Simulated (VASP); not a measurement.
# Te (P3_121) in VASP: further runs, part 2 of 2

VASP 6.6.1. The steps go on from the part before.

## 4. Single point, BLYP (51.94 Å³/atom)

This run uses another cell than the first one, of 51.94 Å³/atom.

Input file INCAR:

```
AGGAC = 1.0
AGGAX = 1.0
ALDAC = 0.0
ALDAX = 1.0
ALGO = Normal
EDIFF = 1E-6
ENCUT = 520
GGA = B5
ISIF = 2
ISMEAR = -1
LASPH = T
LCHARG = F
LREAL = F
LWAVE = F
NBANDS = 16
NELM = 80
PREC = Accurate
SIGMA = 0.05
```

Input file KPOINTS:

```
k-points
0
Gamma
  7 7 5
```

Input file POSCAR:

```
Te
1.0
    5.4502481214      0.0000000000      0.0000000000
   -2.7251240607      4.7200533300      0.0000000000
    0.0000000000      0.0000000000      6.0572536374
Te
3
Direct
    0.2204697237      0.0000000000      0.3333333333
    1.0000000000      0.2204697237      0.6666666667
    0.7795302763      0.7795302763      0.0000000000
```

Potentials or basis: VASP PAW PBE potentials, release 64 (Te).

Started as:

```console
$ cat potpaw_PBE.64/Te/POTCAR > POTCAR
$ mpirun -np 1 vasp_std > vasp.out
```

OUTCAR:

```text
EDIFF = 1E-6
   ENCUT = 520
   GGA = B5
   ISIF = 2
   ISMEAR = -1
   LASPH = T
   LREAL = F
   NELM = 80
   PREC = Accurate

 ion  position               nearest neighbor table
   1  0.220  0.000  0.333-   3 2.90   2 2.90
   2  0.000  0.220  0.667-   3 2.90   1 2.90
   3  0.780  0.780  0.000-   2 2.90   1 2.90

  LATTYP: Found a hexagonal cell.
 ALAT       =     5.4502481214
 C/A-ratio  =     1.1113720885

  Lattice vectors:

 A1 = (   5.4502481214,   0.0000000000,   0.0000000000)
 A2 = (  -2.7251240607,   4.7200533300,   0.0000000000)
 A3 = (   0.0000000000,   0.0000000000,   6.0572536374)

Analysis of symmetry for initial positions (statically):
=====================================================================
 Subroutine PRICEL returns:
 Original cell was already a primitive cell.

 Routine SETGRP: Setting up the symmetry group for a
 hexagonal supercell.

[... 159 lines left out ...]

 number of electron      18.0000001 magnetization

 Free energy of the ion-electron system (eV)
  ---------------------------------------------------
  ext. energy  EPLUGINS =         0.00000000
  ---------------------------------------------------
  free energy    TOTEN  =        -7.73556617 eV

  energy without entropy =       -7.73556136  energy(sigma->0) =       -7.73556377

 E-fermi :   2.4279     XC(G=0):  -6.6754

 val. band max:        1.9076945709   @ k =   0.0000   0.4286   0.4000
 cond. band min:       2.9547418985   @ k =   0.2857   0.2857   0.4000
 fundamental gap:      1.0470473276
 Fermi energy:         2.4279042802

 k-point     1 :       0.0000    0.0000    0.0000
  band No.  band energies     occupation
      1     -10.0132      2.00000
      2      -7.6087      2.00000
      3      -7.6087      2.00000
      4      -0.7543      2.00000
      5      -0.7543      2.00000
      6      -0.3752      2.00000
[... 433 lines left out ...]
      3      -6.7488      2.00000
      4      -1.4660      2.00000
      5      -0.8013      2.00000
      6      -0.5058      2.00000
[... 8 lines left out ...]
     15       8.3740      0.00000
     16       8.7328      0.00000

 [... further k-points ...]
[... 5 lines left out ...]
  --------------------------------------------------------------------------------------
  -------------------------------------------------------------------------------------
  Total       -1.1830967     -1.1830967     -2.0800140      0.0000000     -0.0000000      0.0000000
  in kB      -12.1644337    -12.1644337    -21.3864102      0.0000000     -0.0000000      0.0000000
  external PRESSURE =     -15.2384259 kB  Pullay stress =       0.0000000 kB

 VOLUME and BASIS-vectors are now :
 -----------------------------------------------------------------------------
  energy-cutoff  :      520.00
  volume of cell :      155.83
      direct lattice vectors                 reciprocal lattice vectors
     5.450248121  0.000000000  0.000000000     0.183477885  0.105931007  0.000000000
    -2.725124061  4.720053330  0.000000000     0.000000000  0.211862013  0.000000000
     0.000000000  0.000000000  6.057253637     0.000000000  0.000000000  0.165091320

 POSITION                                       TOTAL-FORCE (eV/Angst)
 -----------------------------------------------------------------------------------
      1.20161      0.00000      2.01908        -0.480801      0.000000      0.000000
     -0.60081      1.04063      4.03817         0.240400     -0.416386     -0.000000
      2.12432      3.67942      0.00000         0.240400      0.416386     -0.000000
 -----------------------------------------------------------------------------------
    total drift:                               -0.000000     -0.000000      0.000000

  FREE ENERGIE OF THE ION-ELECTRON SYSTEM (eV)
  ---------------------------------------------------
  free  energy   TOTEN  =        -7.7355661722 eV

  energy  without entropy=       -7.7355613596  energy(sigma->0) =       -7.73556377
```

OSZICAR:

```text
N       E                     dE             d eps       ncg     rms          rms(c)
DAV:   1     0.770416492160E+02    0.77042E+02   -0.60360E+03  1024   0.853E+02
DAV:   2    -0.199084427711E+01   -0.79032E+02   -0.75424E+02  1336   0.126E+02
DAV:   3    -0.768633761599E+01   -0.56955E+01   -0.56732E+01  1248   0.389E+01
DAV:   4    -0.782074793861E+01   -0.13441E+00   -0.13440E+00  1584   0.686E+00
DAV:   5    -0.782196279476E+01   -0.12149E-02   -0.12149E-02  1392   0.629E-01    0.695E+00
DAV:   6    -0.775511922709E+01    0.66844E-01   -0.45297E-02  1288   0.115E+00    0.457E+00
DAV:   7    -0.773726750225E+01    0.17852E-01   -0.10906E-01  1216   0.179E+00    0.343E-01
DAV:   8    -0.773526005069E+01    0.20075E-02   -0.13771E-02  1160   0.624E-01    0.194E-01
DAV:   9    -0.773543617846E+01   -0.17613E-03   -0.43344E-04  1512   0.132E-01    0.766E-02
DAV:  10    -0.773556293854E+01   -0.12676E-03   -0.13923E-04  1184   0.882E-02    0.102E-02
DAV:  11    -0.773556524734E+01   -0.23088E-05   -0.46188E-06  1544   0.140E-02    0.554E-03
DAV:  12    -0.773556617223E+01   -0.92489E-06   -0.18863E-06  1056   0.982E-03
   1 F= -.77355662E+01 E0= -.77355638E+01  d E =-.481265E-05
```

Wall time 61 s (1 thread of Intel Xeon 6975P-C (Granite Rapids), shared host); peak memory 0.29 GiB.

Results:

```
Free energy            : -7.7356 eV
Pressure               : -1.5 GPa
Largest force          : 0.481 eV/Å
Band gap on the k mesh : 1.05 eV (least direct gap 1.11 eV)
```

Forces in eV/Å, atoms in the order of the input:
```
Te  -0.481  0.000  0.000
Te   0.240 -0.416  0.000
Te   0.240  0.416  0.000
```

Caveat: the PAW data sets were made with another functional, which shifts forces and pressure a little; spin-orbit coupling is left out, which moves the levels of the heavy elements.

## 5. Single point, BLYP (53.87 Å³/atom)

This run uses another cell than the first one, of 53.87 Å³/atom.

Input file INCAR:

```
SYSTEM = Te
AGGAC    = 1.0          
AGGAX    = 1.0          
ALDAC    = 0.0          
ALDAX    = 1.0          
ALGO     = Normal         ! electronic algorithm
EDIFF    = 1E-6           ! SCF threshold, eV
ENCUT    = 520            ! plane-wave cutoff, eV
GGA      = B5             ! functional
ISIF     = 2              ! what is computed and relaxed
ISMEAR   = -1             ! smearing method
LASPH    = .TRUE.         ! aspherical terms in the spheres
LCHARG   = .FALSE.        ! write CHGCAR
LREAL    = .FALSE.        ! projectors in reciprocal space
LWAVE    = .FALSE.        ! write WAVECAR
NBANDS   = 16             ! bands
NELM     = 100            ! most SCF steps
PREC     = Accurate       ! precision mode
SIGMA    = 0.05           ! smearing width, eV
```

Input file KPOINTS:

```
k-points
0
G
  7 7 5
  0 0 0
```

Input file POSCAR:

```
Te
1.0
    5.5167211131      0.0000000000      0.0000000000
   -2.7583605566      4.7776206295      0.0000000000
    0.0000000000      0.0000000000      6.1311298651
Te
3
Direct
    0.2204697237      0.0000000000      0.3333333333
    1.0000000000      0.2204697237      0.6666666667
    0.7795302763      0.7795302763      0.0000000000
```

Started as:

```console
$ cat potpaw_PBE.64/Te/POTCAR > POTCAR
$ mpirun -np 1 vasp_std > vasp.out
```

Wall time 65 s (1 thread of Intel Xeon 6975P-C (Granite Rapids), shared host); peak memory 0.29 GiB.

It converged, with:

- Free energy: -7.6698 eV
- Pressure: -2.1 GPa
- Largest force: 0.699 eV/Å
- Band gap on the k mesh: 1.00 eV (least direct gap 1.05 eV)

Forces on the atoms (eV/Å):
```
Te  -0.699  0.000  0.000
Te   0.349 -0.605  0.000
Te   0.349  0.605  0.000
```

Stress tensor (GPa, compression positive):
```
-1.69  0.00  0.00
 0.00 -1.69  0.00
 0.00  0.00 -2.97
```

Levels at points of the mesh, in eV from the valence-band top:
```
           k point  band 7  band 8  band 9  band 10  band 11  band 12
(0.00, 0.00, 0.00)   -0.96   -0.96   -0.10     1.39     1.39     1.77
```

Caveat: the PAW data sets were made with another functional, which shifts forces and pressure a little; spin-orbit coupling is left out, which moves the levels of the heavy elements.

## 6. Overview

```csv
cell,gap on the mesh (eV),pressure (GPa),largest force (eV/Å)
"a = 5.312, b = 5.312, c = 5.904 Å, angles 90.0, 90.0, 120.0°, 3 atoms",1.14,0.2,0.07
"a = 5.382, b = 5.382, c = 5.982 Å, angles 90.0, 90.0, 120.0°, 3 atoms",1.09,-0.8,0.23
"a = 5.450, b = 5.450, c = 6.057 Å, angles 90.0, 90.0, 120.0°, 3 atoms",1.05,-1.5,0.48
"a = 5.517, b = 5.517, c = 6.131 Å, angles 90.0, 90.0, 120.0°, 3 atoms",1.00,-2.1,0.70
```

Alike in all rows: task single point; level BLYP; potentials or basis VASP PAW PBE potentials, release 64 (Te); no spin polarisation; k mesh 7 × 7 × 5; cutoff (eV) 520; smearing fermi-dirac 0.05 eV.

Caveats: the PAW data sets were made with another functional, which shifts forces and pressure a little; spin-orbit coupling is left out, which moves the levels of the heavy elements.

Absolute energies hang on the potentials; compare differences alone.
